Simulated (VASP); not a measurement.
Set up this calculation in VASP 6.6.1, as the native input.

| Quantity | Value |
| --- | --- |
| Task | single point |
| Functional | PBE |
| Potentials or basis | VASP PAW PBE potentials, release 64 (Mg, O) |
| Cutoff | 520 eV |
| k mesh | 10 × 10 × 10 |
| Occupations | fermi-dirac, width 0.05 eV |
| Spin | no spin polarisation |
| Dipole correction | no |
| Further INCAR settings | ALGO = Normal; EDIFF = 1e-06; NBANDS = 11 |

The structure of MgO lies in POSCAR:

```
MgO
1.0
    0.0000000000      2.3513903066      2.3513903066
    2.3513903066      0.0000000000      2.3513903066
    2.3513903066      2.3513903066      0.0000000000
Mg O
1 1
Direct
    0.5000000000      0.5000000000      0.5000000000
    0.7500000000      0.7500000000      0.7500000000
```

One way to write it, as run:

INCAR

```
SYSTEM = MgO
PREC = Accurate
ENCUT = 520
EDIFF = 1E-6
ISMEAR = -1
SIGMA = 0.05
LREAL = .FALSE.
LASPH = .TRUE.
NELM = 60
ALGO = Normal
ISIF = 2
LWAVE = .FALSE.
LCHARG = .FALSE.
GGA = PE
NBANDS = 11
```

KPOINTS

```
Automatic mesh
0
G
  10 10 10
  0 0 0
```

Potentials or basis: VASP PAW PBE potentials, release 64 (Mg, O).

The run is started by

```bash
$ cat potpaw_PBE.64/Mg/POTCAR potpaw_PBE.64/O/POTCAR > POTCAR
$ mpirun -np 1 vasp_std > vasp.out
```

It gave:

| Item | Value |
| --- | --- |
| Pressure | -6.3 GPa |
| Band gap on the k mesh | 3.15 eV, direct |

It took 7.7 s on 1 thread of Intel(R) Xeon(R) 6975P-C (Granite Rapids) (shared host), peak memory 0.16 GiB.
